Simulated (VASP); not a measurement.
# CuAs (P6_3/mmc) in VASP: single point with LDA

Aim: the single point of CuAs with LDA.

Program: VASP 6.6.1. These are calculated values, not measurements. Logs are shortened: lines on timing, memory, paths and dates and some standing lists are left out, and cuts for length are marked.

## Step 1: The cell of the first run

Symmetry: P6_3/mmc, No. 194, hexagonal system. The conventional cell has a = 3.780 Å, b = 3.780 Å, c = 4.858 Å, α = 90.00°, β = 90.00°, γ = 120.00°. Within 3.2 Å of Cu (site symmetry -3m) lie 2 Cu at 2.43 Å and 6 As at 2.50 Å. Within 3.3 Å of As (site symmetry -6m2) lie 6 Cu at 2.50 Å and 6 As at 3.27 Å.

## Step 2: Single point, LDA

The input, INCAR:

```
ALGO = Normal
EDIFF = 1E-6
ENCUT = 520
ISIF = 2
ISMEAR = 0
LASPH = T
LCHARG = F
LREAL = F
LWAVE = F
NBANDS = 24
NELM = 100
PREC = Accurate
SIGMA = 0.15
```

The input, KPOINTS:

```
k-points
0
Gamma
  15 15 10
```

The input, POSCAR:

```
CuAs
1.0
    3.7796846230      0.0000000000      0.0000000000
   -1.8898423115      3.2733029018      0.0000000000
    0.0000000000      0.0000000000      4.8580437534
Cu As
2 2
Direct
    0.0000000000      0.0000000000      0.5000000000
    0.0000000000      0.0000000000      0.0000000000
    0.6666666667      0.3333333333      0.7500000000
    0.3333333333      0.6666666667      0.2500000000
```

Potentials or basis: VASP PAW LDA potentials, release 64 (Cu, As).

Command:

```sh
> cat potpaw_LDA.64/Cu/POTCAR potpaw_LDA.64/As/POTCAR > POTCAR
> mpirun -np 1 vasp_std > vasp.out
```

OUTCAR:

```text
EDIFF = 1E-6
   ENCUT = 520
   ISIF = 2
   ISMEAR = 0
   LASPH = T
   LREAL = F
   NELM = 100
   PREC = Accurate

 ion  position               nearest neighbor table
   1  0.000  0.000  0.500-   2 2.43   2 2.43   4 2.50   3 2.50   4 2.50   3 2.50   3 2.50   4 2.50

   2  0.000  0.000  0.000-   1 2.43   1 2.43   4 2.50   3 2.50   4 2.50   3 2.50   3 2.50   4 2.50

   3  0.667  0.333  0.750-   1 2.50   2 2.50   1 2.50   2 2.50   1 2.50   2 2.50
   4  0.333  0.667  0.250-   1 2.50   2 2.50   1 2.50   2 2.50   1 2.50   2 2.50

  LATTYP: Found a hexagonal cell.
 ALAT       =     3.7796846230
 C/A-ratio  =     1.2853039970

  Lattice vectors:

 A1 = (   3.7796846230,   0.0000000000,   0.0000000000)
 A2 = (  -1.8898423115,   3.2733029018,   0.0000000000)
 A3 = (   0.0000000000,   0.0000000000,   4.8580437534)

Analysis of symmetry for initial positions (statically):
=====================================================================
 Subroutine PRICEL returns:
 Original cell was already a primitive cell.

 Routine SETGRP: Setting up the symmetry group for a
 hexagonal supercell.

 Subroutine GETGRP returns: Found 24 space group operations
 (whereof 12 operations were pure point group operations)
 out of a pool of 24 trial point group operations.

The static configuration has the point symmetry D_3d.
 The point group associated with its full space group is D_6h.

Analysis of symmetry for dynamics (positions and initial velocities):
=====================================================================
 Subroutine PRICEL returns:
 Original cell was already a primitive cell.

 Routine SETGRP: Setting up the symmetry group for a
 hexagonal supercell.

 Subroutine GETGRP returns: Found 24 space group operations
 (whereof 12 operations were pure point group operations)
 out of a pool of 24 trial point group operations.

The dynamic configuration has the point symmetry D_3d.
 The point group associated with its full space group is D_6h.

 Subroutine INISYM returns: Found 24 space group operations
 (whereof 12 operations are pure point group operations),
 and found     1 'primitive' translations

----------------------------------------------------------------------------------------

                                     Primitive cell

  volume of cell :      60.1040

  direct lattice vectors                    reciprocal lattice vectors
     3.779684623  0.000000000  0.000000000     0.264572339  0.152750911  0.000000000
    -1.889842312  3.273302902  0.000000000     0.000000000  0.305501822  0.000000000
     0.000000000  0.000000000  4.858043753     0.000000000  0.000000000  0.205844173

  length of vectors
     3.779684623  3.779684623  4.858043753     0.305501822  0.305501822  0.205844173

  position of ions in fractional coordinates (direct lattice)
     0.000000000  0.000000000  0.500000000
     0.000000000  0.000000000  0.000000000
     0.666666667  0.333333333  0.750000000
     0.333333333  0.666666667  0.250000000

  ion indices of the primitive-cell ions
   primitive index   ion index
                 1           1
                 2           2
                 3           3
                 4           4

----------------------------------------------------------------------------------------

 KPOINTS: k-points

Automatic generation of k-mesh.
 Grid dimensions read from file:
 generate k-points for:   15   15   10

 Generating k-lattice:

  Cartesian coordinates                     Fractional coordinates (reciprocal lattice)
     0.017638156  0.010183394  0.000000000     0.066666667  0.000000000  0.000000000
     0.000000000  0.020366788  0.000000000     0.000000000  0.066666667  0.000000000
     0.000000000  0.000000000  0.020584417     0.000000000  0.000000000  0.100000000

  Length of vectors
     0.020366788  0.020366788  0.020584417

  Shift w.r.t. Gamma in fractional coordinates (k-lattice)
     0.000000000  0.000000000  0.000000000

 Subroutine IBZKPT returns following result:
 ===========================================

 Found    162 irreducible k-points:

 Following reciprocal coordinates:
            Coordinates               Weight
  0.000000  0.000000  0.000000      1.000000
  0.066667 -0.000000  0.000000      6.000000
  0.133333  0.000000  0.000000      6.000000
  0.200000 -0.000000  0.000000      6.000000
  0.266667  0.000000  0.000000      6.000000
  0.333333  0.000000  0.000000      6.000000
[... 16 lines left out ...]
  0.333333  0.200000  0.000000     12.000000
  0.400000  0.200000  0.000000      6.000000
 [... further k-points ...]
   k-points           NKPTS =    162   k-points in BZ     NKDIM =    162   number of bands    NBANDS=     24
   number of dos      NEDOS =    301   number of ions     NIONS =      4
   total plane-waves  NPLWV =  28224
   dimension x,y,z NGX =    28 NGY =   28 NGZ =   36
   dimension x,y,z NGXF=    56 NGYF=   56 NGZF=   72
   ions per type =               2   2
   NGX,Y,Z   is equivalent  to a cutoff of  12.32, 12.32, 12.32 a.u.
   NGXF,Y,Z  is equivalent  to a cutoff of  24.63, 24.63, 24.64 a.u.
 SYSTEM =  unknown system
   PREC   = accura    normal or accurate (medium, high low for compatibility)
   ISTART =      0    job   : 0-new  1-cont  2-samecut
   ICHARG =      2    charge: 1-file 2-atom 10-const
   ISPIN  =      1    spin polarized calculation?
   LNONCOLLINEAR =      F non collinear calculations
   LSORBIT =      F    spin-orbit coupling
   LASPH  =      T    aspherical Exc in radial PAW
   ENCUT  =  520.0 eV  38.22 Ry    6.18 a.u.   7.03  7.03  9.03*2*pi/ulx,y,z
   NELM   =    100;   NELMIN=  2; NELMDL= -5     # of ELM steps
   EDIFF  = 0.1E-05   stopping-criterion for ELM
   LREAL  =      F    real-space projection
   EDIFFG = 0.1E-04   stopping-criterion for IOM
   NSW    =      0    number of steps for IOM
   IBRION =     -1    ionic relax: 0-MD 1-quasi-New 2-CG
   NFREE  =      0    steps in history (QN), initial steepest desc. (CG)
   ISIF   =      2    stress and relaxation
   ISYM   =      2    0-nonsym 1-usesym 2-fastsym
   POTIM  = 0.5000    time-step for ionic-motion
   TEBEG  =    0.0;   TEEND  =   0.0 temperature during run
   PSTRESS=    0.0 pullay stress
   NELECT =      32.0000    total number of electrons
   NUPDOWN=      -1.0000    fix difference up-down
   EMIN   =  10.00;   EMAX   =-10.00  energy-range for DOS
   EFERMI =   0.00;   METHOD = LEGACY
   ISMEAR =     0;   SIGMA  =   0.15  broadening in eV -4-tet -1-fermi 0-gaus
   EFERMI_NEDOS =   21; number of points for ismear=-14 and -15
   IALGO  =     38    algorithm
   IMIX   =      4    mixing-type and parameters
     AMIX     =   0.40;   BMIX     =  1.00
     AMIX_MAG =   1.60;   BMIX_MAG =  1.00
  volume/ion in A,a.u.               =      15.03       101.40
  Fermi-wavevector in a.u.,A,eV,Ry     =   1.326856  2.507394 23.953691  1.760547
  Thomas-Fermi vector in A             =   2.456212
   LORBIT       =      0    0 simple, 1 ext, 2 COOP (PROOUT), +10 PAW based schemes
   GGA     = CA    functional components
   LHFCALC =     F    Hartree Fock is set to
   AEXX    =    0.0000 exact exchange contribution
   IVDW    =     0    specifies the selected vdW correction
   LEPSILON=     F    determine dielectric tensor
   LRPA    =     F    only Hartree local field effects (RPA)
 non-spin polarized calculation
 Gauss-broadening in eV      SIGMA  =   0.15
  energy-cutoff  :      520.00
  volume of cell :       60.10
 maximum number of plane-waves:      1637
   NGX = 15   NGY = 15   NGZ = 19

 number of electron      32.0000038 magnetization

 Free energy of the ion-electron system (eV)
  ---------------------------------------------------
  ext. energy  EPLUGINS =         0.00000000
  ---------------------------------------------------
  free energy    TOTEN  =       -20.11982348 eV

  energy without entropy =      -20.10198008  energy(sigma->0) =      -20.11090178

 E-fermi :   7.2447     XC(G=0): -11.7499

 val. band max:        7.2402075163   @ k =   0.1333   0.0000   0.4000
 cond. band min:       7.2568956711   @ k =   0.1333   0.1333   0.3000
 fundamental gap:      0.0166881549
 Fermi energy:         7.2446988802

 k-point     1 :       0.0000    0.0000    0.0000
  band No.  band energies     occupation
      1      -6.8593      2.00000
      2      -2.8327      2.00000
      3       0.6256      2.00000
      4       1.9558      2.00000
      5       1.9558      2.00000
      6       2.3076      2.00000
[... 16 lines left out ...]
     23      16.2406      0.00000
     24      16.2406      0.00000

 k-point     2 :       0.0667   -0.0000    0.0000
  band No.  band energies     occupation
      1      -6.8053      2.00000
      2      -2.8422      2.00000
      3       0.6861      2.00000
      4       1.9672      2.00000
      5       1.9847      2.00000
      6       2.2956      2.00000
[... 16 lines left out ...]
     23      15.5529      0.00000
     24      15.8150      0.00000

 k-point     3 :       0.1333    0.0000    0.0000
  band No.  band energies     occupation
      1      -6.6446      2.00000
      2      -2.8741      2.00000
      3       0.8658      2.00000
      4       1.9990      2.00000
      5       2.0645      2.00000
      6       2.2508      2.00000
[... 16 lines left out ...]
     23      14.5321      0.00000
     24      15.1084      0.00000

 k-point     4 :       0.2000   -0.0000    0.0000
  band No.  band energies     occupation
      1      -6.3817      2.00000
      2      -2.9389      2.00000
      3       1.1584      2.00000
      4       2.0381      2.00000
      5       2.0441      2.00000
      6       2.2514      2.00000
[... 16 lines left out ...]
     23      14.5007      0.00000
     24      14.7683      0.00000

 k-point     5 :       0.2667    0.0000    0.0000
  band No.  band energies     occupation
      1      -6.0254      2.00000
      2      -3.0545      2.00000
      3       1.5495      2.00000
      4       1.6387      2.00000
      5       2.0900      2.00000
      6       2.3870      2.00000
[... 451 lines left out ...]
 k-point    22 :       0.2667    0.2000    0.0000
  band No.  band energies     occupation
      1      -5.0659      2.00000
      2      -3.4127      2.00000
      3       0.6416      2.00000
      4       1.9413      2.00000
      5       1.9727      2.00000
      6       2.5203      2.00000
[... 16 lines left out ...]
     23      16.2632      0.00000
     24      17.4393      0.00000

 k-point    23 :       0.3333    0.2000    0.0000
  band No.  band energies     occupation
      1      -4.6275      2.00000
      2      -3.6639      2.00000
      3       0.2229      2.00000
      4       1.8852      2.00000
      5       1.9294      2.00000
      6       2.7732      2.00000
[... 16 lines left out ...]
     23      16.4985      0.00000
     24      17.7608      0.00000

 k-point    24 :       0.4000    0.2000    0.0000
  band No.  band energies     occupation
      1      -4.3602      2.00000
      2      -3.8600      2.00000
      3       0.0668      2.00000
      4       1.8706      2.00000
      5       1.9119      2.00000
      6       2.8143      2.00000
[... 16 lines left out ...]
     23      16.5682      0.00000
     24      17.1577      0.00000

 [... further k-points ...]
[... 5 lines left out ...]
  --------------------------------------------------------------------------------------
  -------------------------------------------------------------------------------------
  Total        0.2145257      0.2145257      0.1522082      0.0000000     -0.0000000      0.0000000
  in kB        5.7185598      5.7185598      4.0573768      0.0000000     -0.0000000      0.0000000
  external PRESSURE =       5.1648321 kB  Pullay stress =       0.0000000 kB

 VOLUME and BASIS-vectors are now :
 -----------------------------------------------------------------------------
  energy-cutoff  :      520.00
  volume of cell :       60.10
      direct lattice vectors                 reciprocal lattice vectors
     3.779684623  0.000000000  0.000000000     0.264572339  0.152750911  0.000000000
    -1.889842312  3.273302902  0.000000000     0.000000000  0.305501822  0.000000000
     0.000000000  0.000000000  4.858043753     0.000000000  0.000000000  0.205844173

 POSITION                                       TOTAL-FORCE (eV/Angst)
 -----------------------------------------------------------------------------------
      0.00000      0.00000      2.42902         0.000000      0.000000      0.000000
      0.00000      0.00000      0.00000         0.000000      0.000000      0.000000
      1.88984      1.09110      3.64353         0.000000     -0.000000      0.000000
     -0.00000      2.18220      1.21451        -0.000000      0.000000      0.000000
 -----------------------------------------------------------------------------------
    total drift:                               -0.000000      0.000000      0.000000

  FREE ENERGIE OF THE ION-ELECTRON SYSTEM (eV)
  ---------------------------------------------------
  free  energy   TOTEN  =       -20.1198234772 eV

  energy  without entropy=      -20.1019800751  energy(sigma->0) =      -20.11090178
```

It took 6.2 min on 1 thread of Intel Xeon 8259CL, shared host; peak memory 0.31 GiB.

Results:

| Quantity | Value |
| --- | --- |
| Free energy | -20.1198 eV |
| Pressure | 0.5 GPa |
| Band gap on the k mesh | zero (bands 16 and 17 overlap by 2.16 eV) |
